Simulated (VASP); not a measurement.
Set up this calculation in VASP 6.6.1, as the native input.

```yaml
Task: single point
Functional: r2SCAN
Potentials_or_basis: VASP PAW PBE potentials, release 64 (Ti_sv)
Cutoff: 520 eV
k_mesh: 12 × 12 × 12
Occupations: fermi-dirac, width 0.15 eV
Spin: no spin polarisation
Dipole_correction: no
Further_INCAR_settings: ALGO = Normal; EDIFF = 1e-06; NBANDS = 12
```

Crystal: Ti.

```
Ti
1.0
     0.00000    2.04678    2.04678
     2.04678    0.00000    2.04678
     2.04678    2.04678    0.00000
Ti
1
Direct
  0.00000 0.00000 0.00000
```

These files were run (other wordings do the same):

POSCAR

```
Ti
1.0
    0.0000000000      2.0467776203      2.0467776203
    2.0467776203      0.0000000000      2.0467776203
    2.0467776203      2.0467776203      0.0000000000
Ti
1
Direct
    0.0000000000      0.0000000000      0.0000000000
```

INCAR.step1

```
SYSTEM = Ti
PREC = Accurate
ENCUT = 520
ISMEAR = -1
SIGMA = 0.15
LREAL = .False.
LASPH = .True.
NELM = 60
NBANDS = 12
GGA = PE
ALGO = Normal
EDIFF = 1E-4
LWAVE = .True.
LCHARG = .False.
```

INCAR.step2

```
SYSTEM = Ti
PREC = Accurate
ENCUT = 520
EDIFF = 1E-6
ISMEAR = -1
SIGMA = 0.15
LREAL = .False.
LASPH = .True.
NELM = 60
ALGO = Normal
ISIF = 2
LWAVE = .False.
LCHARG = .False.
METAGGA = R2SCAN
LMIXTAU = .True.
NBANDS = 12
ISTART = 1
```

KPOINTS

```
Automatic mesh
0
Gamma
  12 12 12
  0 0 0
```

Potentials or basis: VASP PAW PBE potentials, release 64 (Ti_sv).

The run is started by

```sh
$ cat potpaw_PBE.64/Ti_sv/POTCAR > POTCAR
$ cp INCAR.step1 INCAR
$ mpirun -np 1 vasp_std > vasp.out
$ cp INCAR.step2 INCAR
$ mpirun -np 1 vasp_std > vasp.out
```

Results of the run:

| Quantity | Value |
| --- | --- |
| Pressure | 2.3 GPa |
| Band gap on the k mesh | zero (band 6 reaches 9.39 eV, above the bottom of band 7 at 7.95 eV) |

Caveat: the PAW data sets were made with another functional, which shifts forces and pressure a little.

Wall time 22 s on 1 thread of Intel(R) Xeon(R) 6975P-C (Granite Rapids) (shared host), peak memory 0.14 GiB.
